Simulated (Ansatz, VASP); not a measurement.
## SiC: VASP beside Ansatz

```
Si C
1.0
     3.05536    0.00000    0.00000
    -1.52768    2.64602    0.00000
     0.00000    0.00000    5.01412
Si C
2 2
Direct
  0.66667 0.33333 0.50000
  0.33333 0.66667 0.00000
  0.66667 0.33333 0.88500
  0.33333 0.66667 0.38500
```

Alike in both runs: task single point; functional r2SCAN; k mesh 10 × 10 × 5; occupations fermi-dirac, width 0.05 eV; no spin polarisation.

|  | VASP | Ansatz |
| --- | --- | --- |
| version | VASP 6.6.1 | Ansatz 0.2.0 |
| potentials or method | VASP PAW PBE potentials, release 64 (Si, C) | Ansatz PAW |
| plane-wave cutoff (eV) | 520 | 500 |
| valence electrons in the cell | 16 | 16 |

|  | VASP | Ansatz | Ansatz less VASP |
| --- | --- | --- | --- |
| gap on the k mesh at the Fermi level (eV) | 2.83 | 2.83 | -0.008 |
| least direct gap on the mesh (eV) | 4.64 | 4.63 | -0.009 |
| pressure (GPa) | 4.8 | 5.0 | +0.21 |
| traceless stress, the component that is largest in VASP (GPa) | -3.30 | -3.35 | -0.050 |
| rms of the force components (eV/Å) | 0.464 | 0.465 | +0.0010 |

VASP's potentials were made for PBE, not for r2SCAN. Atom by atom the forces differ by 0.001 eV/Å (rms over components). With one functional, cell and mesh, what is left measures potentials, basis and numerics.

Noted on Ansatz's run: odd divisions of the mesh miss points on the zone boundary, where band edges often lie, so the gap on the mesh can be too wide.
